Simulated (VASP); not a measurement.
# V (P6_3/mmc) in VASP: further runs

Runs on V. Level: PBE. Tasks: single point.

Program: VASP 6.6.1. These are calculated values, not measurements. Logs are shortened: lines on timing, memory, paths and dates and some standing lists are left out, and cuts for length are marked.

### Step 1. The cell of the first run

Symmetry: P6_3/mmc, No. 194, hexagonal system. Conventional cell: a = 2.002 Å, b = 2.002 Å, c = 3.597 Å, α = 90.00°, β = 90.00°, γ = 120.00°. Within 2.7 Å of V (site symmetry -6m2) lie 12 V at 2.00 to 2.14 Å.

### Step 2. Single point, PBE

File INCAR:

```
ALGO = Normal
EDIFF = 1E-6
ENCUT = 520
GGA = PE
ISIF = 2
ISMEAR = -1
LASPH = T
LCHARG = F
LREAL = F
LWAVE = F
NBANDS = 20
NELM = 60
PREC = Accurate
SIGMA = 0.1
```

File KPOINTS:

```
k-points
0
Gamma
  18 18 10
```

File POSCAR:

```
V
1.0
    2.0015304519      0.0000000000      0.0000000000
   -1.0007652260      1.7333762178      0.0000000000
    0.0000000000      0.0000000000      3.5972215497
V
2
Direct
    0.3333333333      0.6666666667      0.2500000000
    0.6666666667      0.3333333333      0.7500000000
```

Potentials or basis: VASP PAW PBE potentials, release 64 (V_sv).

Run with:

```sh
$ cat potpaw_PBE.64/V_sv/POTCAR > POTCAR
$ mpirun -np 1 vasp_std > vasp.out
```

OUTCAR:

```text
EDIFF = 1E-6
   ENCUT = 520
   GGA = PE
   ISIF = 2
   ISMEAR = -1
   LASPH = T
   LREAL = F
   NELM = 60
   PREC = Accurate

 ion  position               nearest neighbor table
   1  0.333  0.667  0.250-   2 2.14   2 2.14   2 2.14   2 2.14   2 2.14   2 2.14
   2  0.667  0.333  0.750-   1 2.14   1 2.14   1 2.14   1 2.14   1 2.14   1 2.14

  LATTYP: Found a hexagonal cell.
 ALAT       =     2.0015304519
 C/A-ratio  =     1.7972354836

  Lattice vectors:

 A1 = (   2.0015304519,   0.0000000000,   0.0000000000)
 A2 = (  -1.0007652260,   1.7333762178,   0.0000000000)
 A3 = (   0.0000000000,   0.0000000000,   3.5972215497)

Analysis of symmetry for initial positions (statically):
=====================================================================
 Subroutine PRICEL returns:
 Original cell was already a primitive cell.

 Routine SETGRP: Setting up the symmetry group for a
 hexagonal supercell.

 Subroutine GETGRP returns: Found 24 space group operations
 (whereof 12 operations were pure point group operations)
 out of a pool of 24 trial point group operations.

The static configuration has the point symmetry D_3d.
 The point group associated with its full space group is D_6h.

Analysis of symmetry for dynamics (positions and initial velocities):
=====================================================================
 Subroutine PRICEL returns:
 Original cell was already a primitive cell.

 Routine SETGRP: Setting up the symmetry group for a
 hexagonal supercell.

 Subroutine GETGRP returns: Found 24 space group operations
 (whereof 12 operations were pure point group operations)
 out of a pool of 24 trial point group operations.

The dynamic configuration has the point symmetry D_3d.
 The point group associated with its full space group is D_6h.

 Subroutine INISYM returns: Found 24 space group operations
 (whereof 12 operations are pure point group operations),
 and found     1 'primitive' translations

----------------------------------------------------------------------------------------

                                     Primitive cell

  volume of cell :      12.4802

  direct lattice vectors                    reciprocal lattice vectors
     2.001530452  0.000000000  0.000000000     0.499617680  0.288454402  0.000000000
    -1.000765226  1.733376218  0.000000000     0.000000000  0.576908804  0.000000000
     0.000000000  0.000000000  3.597221550     0.000000000  0.000000000  0.277992330

  length of vectors
     2.001530452  2.001530452  3.597221550     0.576908804  0.576908804  0.277992330

  position of ions in fractional coordinates (direct lattice)
     0.333333333  0.666666667  0.250000000
     0.666666667  0.333333333  0.750000000

  ion indices of the primitive-cell ions
   primitive index   ion index
                 1           1
                 2           2

----------------------------------------------------------------------------------------

 KPOINTS: k-points

Automatic generation of k-mesh.
 Grid dimensions read from file:
 generate k-points for:   18   18   10

 Generating k-lattice:

  Cartesian coordinates                     Fractional coordinates (reciprocal lattice)
     0.027756538  0.016025245  0.000000000     0.055555556  0.000000000  0.000000000
     0.000000000  0.032050489  0.000000000     0.000000000  0.055555556  0.000000000
     0.000000000  0.000000000  0.027799233     0.000000000  0.000000000  0.100000000

  Length of vectors
     0.032050489  0.032050489  0.027799233

  Shift w.r.t. Gamma in fractional coordinates (k-lattice)
     0.000000000  0.000000000  0.000000000

 Subroutine IBZKPT returns following result:
 ===========================================

 Found    222 irreducible k-points:

 Following reciprocal coordinates:
            Coordinates               Weight
  0.000000  0.000000  0.000000      1.000000
  0.055556  0.000000  0.000000      6.000000
  0.111111  0.000000  0.000000      6.000000
  0.166667  0.000000  0.000000      6.000000
  0.222222  0.000000  0.000000      6.000000
  0.277778  0.000000  0.000000      6.000000
[... 16 lines left out ...]
  0.333333  0.111111  0.000000     12.000000
  0.388889  0.111111  0.000000     12.000000
 [... further k-points ...]
   k-points           NKPTS =    222   k-points in BZ     NKDIM =    222   number of bands    NBANDS=     20
   number of dos      NEDOS =    301   number of ions     NIONS =      2
   total plane-waves  NPLWV =   7168
   dimension x,y,z NGX =    16 NGY =   16 NGZ =   28
   dimension x,y,z NGXF=    32 NGYF=   32 NGZF=   56
   ions per type =               2
   NGX,Y,Z   is equivalent  to a cutoff of  13.29, 13.29, 12.94 a.u.
   NGXF,Y,Z  is equivalent  to a cutoff of  26.58, 26.58, 25.88 a.u.
 SYSTEM =  unknown system
   PREC   = accura    normal or accurate (medium, high low for compatibility)
   ISTART =      0    job   : 0-new  1-cont  2-samecut
   ICHARG =      2    charge: 1-file 2-atom 10-const
   ISPIN  =      1    spin polarized calculation?
   LNONCOLLINEAR =      F non collinear calculations
   LSORBIT =      F    spin-orbit coupling
   LASPH  =      T    aspherical Exc in radial PAW
   ENCUT  =  520.0 eV  38.22 Ry    6.18 a.u.   3.72  3.72  6.69*2*pi/ulx,y,z
   NELM   =     60;   NELMIN=  2; NELMDL= -5     # of ELM steps
   EDIFF  = 0.1E-05   stopping-criterion for ELM
   LREAL  =      F    real-space projection
   EDIFFG = 0.1E-04   stopping-criterion for IOM
   NSW    =      0    number of steps for IOM
   IBRION =     -1    ionic relax: 0-MD 1-quasi-New 2-CG
   NFREE  =      0    steps in history (QN), initial steepest desc. (CG)
   ISIF   =      2    stress and relaxation
   ISYM   =      2    0-nonsym 1-usesym 2-fastsym
   POTIM  = 0.5000    time-step for ionic-motion
   TEBEG  =    0.0;   TEEND  =   0.0 temperature during run
   PSTRESS=    0.0 pullay stress
   NELECT =      26.0000    total number of electrons
   NUPDOWN=      -1.0000    fix difference up-down
   EMIN   =  10.00;   EMAX   =-10.00  energy-range for DOS
   EFERMI =   0.00;   METHOD = LEGACY
   ISMEAR =    -1;   SIGMA  =   0.10  broadening in eV -4-tet -1-fermi 0-gaus
   EFERMI_NEDOS =   21; number of points for ismear=-14 and -15
   IALGO  =     38    algorithm
   IMIX   =      4    mixing-type and parameters
     AMIX     =   0.40;   BMIX     =  1.00
     AMIX_MAG =   1.60;   BMIX_MAG =  1.00
  volume/ion in A,a.u.               =       6.24        42.11
  Fermi-wavevector in a.u.,A,eV,Ry     =   2.090861  3.951155 59.480598  4.371701
  Thomas-Fermi vector in A             =   3.083305
   LORBIT       =      0    0 simple, 1 ext, 2 COOP (PROOUT), +10 PAW based schemes
   GGA     = PE    functional components
   LHFCALC =     F    Hartree Fock is set to
   AEXX    =    0.0000 exact exchange contribution
   IVDW    =     0    specifies the selected vdW correction
   LEPSILON=     F    determine dielectric tensor
   LRPA    =     F    only Hartree local field effects (RPA)
 non-spin polarized calculation
  energy-cutoff  :      520.00
  volume of cell :       12.48
 maximum number of plane-waves:       349
 NGX is ok and might be reduce to    16
   NGX =  7   NGY =  7   NGZ = 13

 number of electron      25.9999996 magnetization

 Free energy of the ion-electron system (eV)
  ---------------------------------------------------
  ext. energy  EPLUGINS =         0.00000000
  ---------------------------------------------------
  free energy    TOTEN  =        -2.69844638 eV

  energy without entropy =       -2.65222443  energy(sigma->0) =       -2.67533540

 E-fermi :  23.9253     XC(G=0): -17.6921

 val. band max:       23.9223552281   @ k =   0.3333   0.0000   0.1000
 cond. band min:      23.9257201578   @ k =   0.1111   0.0000   0.1000
 fundamental gap:      0.0033649297
 Fermi energy:        23.9252871974

 k-point     1 :       0.0000    0.0000    0.0000
  band No.  band energies     occupation
      1     -42.5540      2.00000
      2     -40.5654      2.00000
      3     -18.2349      2.00000
      4     -11.7724      2.00000
      5     -11.1706      2.00000
      6     -11.1706      2.00000
[... 12 lines left out ...]
     19      30.3198      0.00000
     20      30.3198      0.00000

 k-point     2 :       0.0556    0.0000    0.0000
  band No.  band energies     occupation
      1     -42.4858      2.00000
      2     -40.5159      2.00000
      3     -18.1624      2.00000
      4     -11.7761      2.00000
      5     -11.4136      2.00000
      6     -11.2372      2.00000
[... 12 lines left out ...]
     19      30.3962      0.00000
     20      32.0775      0.00000

 k-point     3 :       0.1111    0.0000    0.0000
  band No.  band energies     occupation
      1     -42.2851      2.00000
      2     -40.3720      2.00000
      3     -17.9485      2.00000
      4     -12.0984      2.00000
      5     -11.7906      2.00000
      6     -11.5052      2.00000
[... 12 lines left out ...]
     19      30.5644      0.00000
     20      34.2395      0.00000

 k-point     4 :       0.1667    0.0000    0.0000
  band No.  band energies     occupation
      1     -41.9640      2.00000
      2     -40.1477      2.00000
      3     -17.6037      2.00000
      4     -13.1102      2.00000
      5     -12.4357      2.00000
      6     -11.8257      2.00000
[... 12 lines left out ...]
     19      30.7276      0.00000
     20      36.3662      0.00000

 k-point     5 :       0.2222    0.0000    0.0000
  band No.  band energies     occupation
      1     -41.5439      2.00000
      2     -39.8674      2.00000
      3     -17.1465      2.00000
      4     -14.3014      2.00000
      5     -13.5348      2.00000
      6     -11.9919      2.00000
[... 12 lines left out ...]
     19      30.8364      0.00000
     20      38.3987      0.00000

 k-point     6 :       0.2778    0.0000    0.0000
  band No.  band energies     occupation
      1     -41.0571      2.00000
      2     -39.5659      2.00000
      3     -16.6042      2.00000
      4     -15.5229      2.00000
      5     -14.6696      2.00000
      6     -12.2991      2.00000
[... 12 lines left out ...]
     19      30.8847      0.00000
     20      40.2745      0.00000

 k-point     7 :       0.3333    0.0000    0.0000
  band No.  band energies     occupation
      1     -40.5487      2.00000
      2     -39.2877      2.00000
      3     -16.6390      2.00000
      4     -16.0156      2.00000
      5     -15.7169      2.00000
      6     -12.5741      2.00000
[... 12 lines left out ...]
     19      30.8887      0.00000
     20      41.9045      0.00000
[... 277 lines left out ...]
 k-point    20 :       0.1667    0.1111    0.0000
  band No.  band energies     occupation
      1     -41.3728      2.00000
      2     -39.7570      2.00000
      3     -16.9579      2.00000
      4     -14.4148      2.00000
      5     -14.0347      2.00000
      6     -12.1546      2.00000
[... 12 lines left out ...]
     19      30.4260      0.00000
     20      39.2742      0.00000

 k-point    21 :       0.2222    0.1111    0.0000
  band No.  band energies     occupation
      1     -40.9032      2.00000
      2     -39.4740      2.00000
      3     -16.4293      2.00000
      4     -15.5064      2.00000
      5     -14.9488      2.00000
      6     -12.6040      2.00000
[... 12 lines left out ...]
     19      31.0025      0.00000
     20      41.0944      0.00000

 k-point    22 :       0.2778    0.1111    0.0000
  band No.  band energies     occupation
      1     -40.4138      2.00000
      2     -39.2151      2.00000
      3     -16.5289      2.00000
      4     -15.8549      2.00000
      5     -15.7922      2.00000
      6     -13.0153      2.00000
[... 12 lines left out ...]
     19      33.0570      0.00000
     20      42.7542      0.00000

 k-point    23 :       0.3333    0.1111    0.0000
  band No.  band energies     occupation
      1     -39.9615      2.00000
      2     -39.0242      2.00000
      3     -17.3566      2.00000
      4     -16.4844      2.00000
      5     -15.2884      2.00000
      6     -13.3365      2.00000
[... 12 lines left out ...]
     19      35.0129      0.00000
     20      44.0971      0.00000

 k-point    24 :       0.3889    0.1111    0.0000
  band No.  band energies     occupation
      1     -39.6186      2.00000
      2     -38.9291      2.00000
      3     -17.8952      2.00000
      4     -16.9414      2.00000
      5     -14.8202      2.00000
      6     -13.5388      2.00000
[... 12 lines left out ...]
     19      36.6607      0.00000
     20      43.0648      0.00000

 [... further k-points ...]
[... 5 lines left out ...]
  --------------------------------------------------------------------------------------
  -------------------------------------------------------------------------------------
  Total       45.1665076     45.1665076     43.9278013     -0.0000000      0.0000000      0.0000000
  in kB     5798.3559347   5798.3559347   5639.3341174     -0.0000002      0.0000000      0.0000000
  external PRESSURE =    5745.3486623 kB  Pullay stress =       0.0000000 kB

 VOLUME and BASIS-vectors are now :
 -----------------------------------------------------------------------------
  energy-cutoff  :      520.00
  volume of cell :       12.48
      direct lattice vectors                 reciprocal lattice vectors
     2.001530452  0.000000000  0.000000000     0.499617680  0.288454402  0.000000000
    -1.000765226  1.733376218  0.000000000     0.000000000  0.576908804  0.000000000
     0.000000000  0.000000000  3.597221550     0.000000000  0.000000000  0.277992330

 POSITION                                       TOTAL-FORCE (eV/Angst)
 -----------------------------------------------------------------------------------
     -0.00000      1.15558      0.89931         0.000000     -0.000000      0.000000
      1.00077      0.57779      2.69792        -0.000000      0.000000      0.000000
 -----------------------------------------------------------------------------------
    total drift:                                0.000000     -0.000000      0.000000

  FREE ENERGIE OF THE ION-ELECTRON SYSTEM (eV)
  ---------------------------------------------------
  free  energy   TOTEN  =        -2.6984463809 eV

  energy  without entropy=       -2.6522244250  energy(sigma->0) =       -2.67533540
```

It took 16 s on 1 thread of Intel Xeon 6975P-C (Granite Rapids), shared host; peak memory 0.15 GiB.

What came out:

```yaml
Free_energy: -2.6984 eV
Pressure: 574.5 GPa
Band_gap_on_the_k_mesh: zero (band 13 reaches 26.80 eV, above the bottom of band 14 at 22.30 eV)
```

Levels at points of the mesh, in eV from the Fermi level:
```
           k point  band 9  band 10  band 11  band 12  band 13  band 14  band 15  band 16  band 17  band 18
(0.00, 0.00, 0.00)   -5.91    -5.78    -2.67    -0.82    -0.82     0.20     0.20     3.19     3.19     5.44
(0.50, 0.00, 0.00)   -8.55    -8.20    -5.80    -1.41    -0.46     0.70     2.56     6.92     8.34     8.72
(0.00, 0.00, 0.50)   -4.46    -4.46    -0.73    -0.73    -0.73    -0.73    -0.62    -0.62     5.39     5.39
(0.50, 0.00, 0.50)   -8.18    -8.18    -6.19    -6.19     2.71     2.71     5.29     5.29     8.54     8.54
```

### Step 3. Single point, PBE

This run uses another cell than the first one, of 7.63 Å³/atom, 1.222 times its volume.

File INCAR:

```
PREC = Accurate
ENCUT = 520
EDIFF = 1E-6
ISMEAR = -1
SIGMA = 0.1
LREAL = F
LASPH = T
NELM = 80
ALGO = Normal
ISIF = 2
LWAVE = F
LCHARG = F
GGA = PE
NBANDS = 20
```

File KPOINTS:

```
Automatic mesh
0
Gamma
  18 18 10
```

File POSCAR:

```
V
1.0
    2.1259719701      0.0000000000      0.0000000000
   -1.0629859851      1.8411457338      0.0000000000
    0.0000000000      0.0000000000      3.8969667262
V
2
Direct
    0.3333333333      0.6666666667      0.2500000000
    0.6666666667      0.3333333333      0.7500000000
```

Potentials or basis: VASP PAW PBE potentials, release 64 (V_sv).

Run with:

```sh
$ cat potpaw_PBE.64/V_sv/POTCAR > POTCAR
$ mpirun -np 1 vasp_std > vasp.out
```

Run time: 18 s. Hardware: 1 thread of Intel Xeon 6975P-C (Granite Rapids), shared host; peak memory 0.16 GiB.

It converged, with:

| Item | Value |
| --- | --- |
| Free energy | -10.0248 eV |
| Pressure | 303.9 GPa |
| Band gap on the k mesh | zero (band 13 reaches 22.21 eV, above the bottom of band 14 at 17.88 eV) |

Stress tensor (GPa, compression positive):
```
305.64   0.00   0.00
  0.00 305.64   0.00
  0.00   0.00 300.33
```

Levels at points of the mesh, in eV from the Fermi level:
| k point | band 10 | band 11 | band 12 | band 13 | band 14 | band 15 | band 16 | band 17 |
| --- | --- | --- | --- | --- | --- | --- | --- | --- |
| (0.00, 0.00, 0.00) | -5.12 | -2.14 | -0.20 | -0.20 | 0.51 | 0.51 | 2.56 | 3.15 |
| (0.50, 0.00, 0.00) | -6.41 | -4.94 | -1.29 | 0.32 | 0.49 | 1.51 | 5.67 | 7.04 |
| (0.00, 0.00, 0.50) | -4.52 | -1.99 | -1.99 | -0.11 | -0.11 | -0.11 | -0.11 | 4.66 |
| (0.50, 0.00, 0.50) | -6.57 | -4.65 | -4.65 | 2.63 | 2.63 | 4.09 | 4.09 | 7.17 |

(Part 1 of 3 ends here.)
